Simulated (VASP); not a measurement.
# MgO (P-6m2) in VASP: further runs

The runs below take MgO through single point, with LDA.

Everything below comes from runs of VASP 6.6.1. Logs are shortened: lines on timing, memory, paths and dates and some standing lists are left out, and cuts for length are marked.

### 1 The cell of the first run

It takes space group P-6m2 (No. 187, hexagonal). Conventional cell: a = 2.894 Å, b = 2.894 Å, c = 2.720 Å, α = 90.00°, β = 90.00°, γ = 120.00°. Within 2.9 Å of Mg (site symmetry -6m2) lie 6 O at 2.15 Å and 8 Mg at 2.72 to 2.89 Å. Within 2.9 Å of O (site symmetry -6m2) lie 6 Mg at 2.15 Å and 8 O at 2.72 to 2.89 Å.

### 2 Single point, LDA (strain -0.015 along x and y, +0.015 along z)

Input file INCAR:

```
PREC     = Accurate       # precision mode
ENCUT    = 750            # plane-wave cutoff, eV
EDIFF    = 1E-6           # SCF threshold, eV
ISMEAR   = 0              # smearing method
SIGMA    = 0.05           # smearing width, eV
LREAL    = False          # projectors in reciprocal space
LASPH    = True           # aspherical terms in the spheres
NELM     = 120            # most SCF steps
ALGO     = Normal         # electronic algorithm
ISIF     = 2              # what is computed and relaxed
LWAVE    = False          # write WAVECAR
LCHARG   = False          # write CHGCAR
NBANDS   = 15             # bands
GGA_COMPAT= False
```

Input file KPOINTS:

```
regular mesh
0
Gamma
  9 9 8
```

Input file POSCAR:

```
MgO
1.0
    2.8939505899      0.0000000000      0.0000000000
   -1.4469752949      2.5062347281      0.0000000000
    0.0000000000      0.0000000000      2.7198752000
Mg O
1 1
Direct
    0.0000000000      0.0000000000      0.0000000000
    0.3333333333      0.6666666667      0.5000000000
```

Potentials or basis: VASP PAW LDA potentials, release 64 (Mg_sv, O).

Started as:

```
$ cat potpaw_LDA.64/Mg_sv/POTCAR potpaw_LDA.64/O/POTCAR > POTCAR
$ mpirun -np 1 vasp_std > vasp.out
```

OUTCAR:

```text
PREC = Accurate
   ENCUT = 750
   EDIFF = 1E-6
   ISMEAR = 0
   LREAL = False
   LASPH = True
   NELM = 120
   ISIF = 2

 ion  position               nearest neighbor table
   1  0.000  0.000  0.000-
   2  0.333  0.667  0.500-

  LATTYP: Found a hexagonal cell.
 ALAT       =     2.8939505899
 C/A-ratio  =     0.9398485273

  Lattice vectors:

 A1 = (   2.8939505899,   0.0000000000,   0.0000000000)
 A2 = (  -1.4469752949,   2.5062347281,   0.0000000000)
 A3 = (   0.0000000000,   0.0000000000,   2.7198752000)

Analysis of symmetry for initial positions (statically):
=====================================================================
 Subroutine PRICEL returns:
 Original cell was already a primitive cell.

 Routine SETGRP: Setting up the symmetry group for a
 hexagonal supercell.

 Subroutine GETGRP returns: Found 12 space group operations
 (whereof 12 operations were pure point group operations)
 out of a pool of 24 trial point group operations.

The static configuration has the point symmetry D_3h.

Analysis of symmetry for dynamics (positions and initial velocities):
=====================================================================
 Subroutine PRICEL returns:
 Original cell was already a primitive cell.

 Routine SETGRP: Setting up the symmetry group for a
 hexagonal supercell.

 Subroutine GETGRP returns: Found 12 space group operations
 (whereof 12 operations were pure point group operations)
 out of a pool of 24 trial point group operations.

The dynamic configuration has the point symmetry D_3h.

 Subroutine INISYM returns: Found 12 space group operations
 (whereof 12 operations are pure point group operations),
 and found     1 'primitive' translations

----------------------------------------------------------------------------------------

                                     Primitive cell

  volume of cell :      19.7270

  direct lattice vectors                    reciprocal lattice vectors
     2.893950590  0.000000000  0.000000000     0.345548401  0.199502463  0.000000000
    -1.446975295  2.506234728  0.000000000     0.000000000  0.399004925  0.000000000
     0.000000000  0.000000000  2.719875200     0.000000000  0.000000000  0.367663928

  length of vectors
     2.893950590  2.893950590  2.719875200     0.399004925  0.399004925  0.367663928

  position of ions in fractional coordinates (direct lattice)
     0.000000000  0.000000000  0.000000000
     0.333333333  0.666666667  0.500000000

  ion indices of the primitive-cell ions
   primitive index   ion index
[... 85 lines left out ...]
   NELECT =      16.0000    total number of electrons
   NUPDOWN=      -1.0000    fix difference up-down
   EMIN   =  10.00;   EMAX   =-10.00  energy-range for DOS
   EFERMI =   0.00;   METHOD = LEGACY
   ISMEAR =     0;   SIGMA  =   0.05  broadening in eV -4-tet -1-fermi 0-gaus
   EFERMI_NEDOS =   21; number of points for ismear=-14 and -15
   IALGO  =     38    algorithm
   IMIX   =      4    mixing-type and parameters
     AMIX     =   0.40;   BMIX     =  1.00
     AMIX_MAG =   1.60;   BMIX_MAG =  1.00
  volume/ion in A,a.u.               =       9.86        66.56
  Fermi-wavevector in a.u.,A,eV,Ry     =   1.526725  2.885092 31.713683  2.330890
  Thomas-Fermi vector in A             =   2.634719
   LORBIT       =      0    0 simple, 1 ext, 2 COOP (PROOUT), +10 PAW based schemes
   GGA     = CA    functional components
   LHFCALC =     F    Hartree Fock is set to
   AEXX    =    0.0000 exact exchange contribution
   IVDW    =     0    specifies the selected vdW correction
   LEPSILON=     F    determine dielectric tensor
   LRPA    =     F    only Hartree local field effects (RPA)
 non-spin polarized calculation
 Gauss-broadening in eV      SIGMA  =   0.05
  energy-cutoff  :      750.00
  volume of cell :       19.73
 maximum number of plane-waves:       938
 NGX is ok and might be reduce to    28
   NGX = 13   NGY = 13   NGZ = 13

 number of electron      15.9999996 magnetization

 Free energy of the ion-electron system (eV)
  ---------------------------------------------------
  ext. energy  EPLUGINS =         0.00000000
  ---------------------------------------------------
  free energy    TOTEN  =       -12.49385977 eV

  energy without entropy =      -12.49385977  energy(sigma->0) =      -12.49385977

 E-fermi :   3.2251     XC(G=0): -11.6345

 val. band max:        2.8362672942   @ k =   0.0000   0.0000   0.5000
 cond. band min:       5.8246368300   @ k =   0.0000   0.0000   0.0000
 fundamental gap:      2.9883695358
 Fermi energy:         3.2251011622

 k-point     1 :       0.0000    0.0000    0.0000
  band No.  band energies     occupation
      1     -69.5335      2.00000
      2     -37.0138      2.00000
      3     -37.0138      2.00000
      4     -36.9459      2.00000
      5     -14.3824      2.00000
      6       2.1511      2.00000
      7       2.3770      2.00000
      8       2.3770      2.00000
      9       5.8246      0.00000
     10      14.3751      0.00000
     11      18.6802      0.00000
     12      18.6802      0.00000
     13      22.9139      0.00000
     14      23.0491      0.00000
[... 401 lines left out ...]
      2     -37.0745      2.00000
      3     -37.0673      2.00000
      4     -36.9489      2.00000
      5     -12.9504      2.00000
      6      -0.7272      2.00000
      7      -0.7166      2.00000
      8       2.0205      2.00000
      9      10.9612      0.00000
     10      14.3739      0.00000
     11      14.7521      0.00000
     12      19.7447      0.00000
     13      20.0681      0.00000
     14      24.5305      0.00000
     15      26.3067      0.00000

 [... further k-points ...]

------------------------ aborting loop because EDIFF is reached ----------------------------------------

  FORCE on cell =-STRESS in cart. coord.  units (eV):
  Direction    XX          YY          ZZ          XY          YZ          ZX
  --------------------------------------------------------------------------------------
  -------------------------------------------------------------------------------------
  Total       -0.3327858     -0.3327858     -2.3754043     -0.0000000     -0.0000000      0.0000000
  in kB      -27.0279805    -27.0279805   -192.9240173     -0.0000000     -0.0000000      0.0000000
  external PRESSURE =     -82.3266594 kB  Pullay stress =       0.0000000 kB

 VOLUME and BASIS-vectors are now :
 -----------------------------------------------------------------------------
  energy-cutoff  :      750.00
  volume of cell :       19.73
      direct lattice vectors                 reciprocal lattice vectors
     2.893950590  0.000000000  0.000000000     0.345548401  0.199502463  0.000000000
    -1.446975295  2.506234728  0.000000000     0.000000000  0.399004925  0.000000000
     0.000000000  0.000000000  2.719875200     0.000000000  0.000000000  0.367663928

 POSITION                                       TOTAL-FORCE (eV/Angst)
 -----------------------------------------------------------------------------------
      0.00000      0.00000      0.00000        -0.000000      0.000000      0.000000
     -0.00000      1.67082      1.35994         0.000000     -0.000000      0.000000
 -----------------------------------------------------------------------------------
    total drift:                                0.000000     -0.000000     -0.000000

  FREE ENERGIE OF THE ION-ELECTRON SYSTEM (eV)
  ---------------------------------------------------
  free  energy   TOTEN  =       -12.4938597670 eV

  energy  without entropy=      -12.4938597670  energy(sigma->0) =      -12.49385977
```

stdout:

```text
POSCAR found type information on POSCAR MgO
 POSCAR found :  2 types and       2 ions
 scaLAPACK will be used
 LDA part: xc-table for (Slater(with rela. corr.)+CA(PZ))
 , standard interpolation
 POSCAR, INCAR and KPOINTS ok, starting setup
 FFT: planning ... GRIDC
 FFT: planning ... GRID_SOFT
 FFT: planning ... GRID
 WAVECAR not read
 entering main loop
```

Wall time 19 s (1 thread of AMD EPYC 9R45 (Zen 5), shared host); peak memory 0.12 GiB.

What came out:

* Free energy: -12.4939 eV
* Pressure: -8.2 GPa
* Band gap on the k mesh: 2.99 eV (least direct gap 3.45 eV)

Stress tensor (GPa, compression positive):
```
 -2.70   0.00   0.00
  0.00  -2.70   0.00
  0.00   0.00 -19.29
```

Caveat: the cell differs from its parent crystal (strain -0.015 along x and y, +0.015 along z); the cell stands under tension; an odd mesh through Γ misses points on the zone boundary, where band edges can lie.

### 3 Single point, LDA (strain -0.015 along x and y, -0.030 along z)

Input file INCAR:

```
SYSTEM = MgO
  PREC = Accurate
  ENCUT = 750
  EDIFF = 1E-6
  ISMEAR = 0
  SIGMA = 0.05
  LREAL = .False.
  LASPH = .True.
  NELM = 120
  ALGO = Normal
  ISIF = 2
  LWAVE = .False.
  LCHARG = .True.
  LELF = .True.
  LVHAR = .True.
  NBANDS = 15
  GGA_COMPAT = .False.
```

Input file KPOINTS:

```
regular mesh
0
Gamma
  9 9 8
  0 0 0
```

Changes to POSCAR since step 2:

```diff
@@ -4,3 +4,3 @@
    -1.4469752949      2.5062347281      0.0000000000
-    0.0000000000      0.0000000000      2.7198752000
+    0.0000000000      0.0000000000      2.5992896000
 Mg O
```

Potentials or basis: VASP PAW LDA potentials, release 64 (Mg_sv, O).

Started as:

```
$ cat potpaw_LDA.64/Mg_sv/POTCAR potpaw_LDA.64/O/POTCAR > POTCAR
$ mpirun -np 1 vasp_std > vasp.out
```

OUTCAR:

```text
SYSTEM = MgO
   PREC = Accurate
   ENCUT = 750
   EDIFF = 1E-6
   ISMEAR = 0
   LREAL = .False.
   LASPH = .True.
   NELM = 120
   ISIF = 2

 ion  position               nearest neighbor table
   1  0.000  0.000  0.000-   2 2.12   2 2.12   2 2.12   2 2.12   2 2.12   2 2.12
   2  0.333  0.667  0.500-   1 2.12   1 2.12   1 2.12   1 2.12   1 2.12   1 2.12

  LATTYP: Found a hexagonal cell.
 ALAT       =     2.8939505899
 C/A-ratio  =     0.8981803660

  Lattice vectors:

 A1 = (   2.8939505899,   0.0000000000,   0.0000000000)
 A2 = (  -1.4469752949,   2.5062347281,   0.0000000000)
 A3 = (   0.0000000000,   0.0000000000,   2.5992896000)

[... 617 lines left out ...]

  FORCE on cell =-STRESS in cart. coord.  units (eV):
  Direction    XX          YY          ZZ          XY          YZ          ZX
  --------------------------------------------------------------------------------------
  -------------------------------------------------------------------------------------
  Total       -0.4698423     -0.4698423      0.7039853     -0.0000000      0.0000000     -0.0000000
  in kB      -39.9296166    -39.9296166     59.8283004     -0.0000000      0.0000000     -0.0000000
  external PRESSURE =      -6.6769776 kB  Pullay stress =       0.0000000 kB

 VOLUME and BASIS-vectors are now :
 -----------------------------------------------------------------------------
  energy-cutoff  :      750.00
  volume of cell :       18.85
      direct lattice vectors                 reciprocal lattice vectors
     2.893950590  0.000000000  0.000000000     0.345548401  0.199502463  0.000000000
    -1.446975295  2.506234728  0.000000000     0.000000000  0.399004925  0.000000000
     0.000000000  0.000000000  2.599289600     0.000000000  0.000000000  0.384720502

 POSITION                                       TOTAL-FORCE (eV/Angst)
 -----------------------------------------------------------------------------------
      0.00000      0.00000      0.00000        -0.000000     -0.000000      0.000000
     -0.00000      1.67082      1.29964         0.000000      0.000000      0.000000
 -----------------------------------------------------------------------------------
    total drift:                                0.000000     -0.000000     -0.000000

  FREE ENERGIE OF THE ION-ELECTRON SYSTEM (eV)
  ---------------------------------------------------
  free  energy   TOTEN  =       -12.5272593280 eV

  energy  without entropy=      -12.5272593280  energy(sigma->0) =      -12.52725933
```

OSZICAR:

```text
N       E                     dE             d eps       ncg     rms          rms(c)
DAV:   1     0.151266977064E+03    0.15127E+03   -0.12763E+04  1800   0.163E+03
DAV:   2    -0.890538031131E+01   -0.16017E+03   -0.15130E+03  2171   0.418E+02
DAV:   3    -0.142761164901E+02   -0.53707E+01   -0.53496E+01  2339   0.748E+01
DAV:   4    -0.143445108088E+02   -0.68394E-01   -0.68388E-01  2052   0.865E+00
DAV:   5    -0.143455372570E+02   -0.10264E-02   -0.10264E-02  2276   0.878E-01    0.865E+00
DAV:   6    -0.126170109251E+02    0.17285E+01   -0.23799E+00  1870   0.154E+01    0.280E+00
DAV:   7    -0.125654236084E+02    0.51587E-01   -0.14566E-01  2157   0.331E+00    0.168E+00
DAV:   8    -0.125285577513E+02    0.36866E-01   -0.58385E-02  2115   0.226E+00    0.376E-01
DAV:   9    -0.125272089329E+02    0.13488E-02   -0.43170E-03  2094   0.555E-01    0.942E-02
DAV:  10    -0.125272802319E+02   -0.71299E-04   -0.15367E-04  2199   0.173E-01    0.561E-02
DAV:  11    -0.125272594329E+02    0.20799E-04   -0.30481E-05  2101   0.643E-02    0.389E-03
DAV:  12    -0.125272593280E+02    0.10491E-06   -0.86390E-07  1638   0.127E-02
   1 F= -.12527259E+02 E0= -.12527259E+02  d E =-.150840E-42
```

stdout:

```text
POSCAR found type information on POSCAR MgO
 POSCAR found :  2 types and       2 ions
 scaLAPACK will be used
 LDA part: xc-table for (Slater(with rela. corr.)+CA(PZ))
 , standard interpolation
 POSCAR, INCAR and KPOINTS ok, starting setup
 FFT: planning ... GRIDC
 FFT: planning ... GRID_SOFT
 FFT: planning ... GRID
 WAVECAR not read
 entering main loop
```

It took 9.3 s on 1 thread of Intel Xeon 6975P-C (Granite Rapids), shared host; peak memory 0.15 GiB.

What came out:

```
Free energy            : -12.5273 eV
Pressure               : -0.7 GPa
Band gap on the k mesh : 3.33 eV (least direct gap 3.72 eV)
```

Caveat: the cell differs from its parent crystal (strain -0.015 along x and y, -0.030 along z); an odd mesh through Γ misses points on the zone boundary, where band edges can lie.
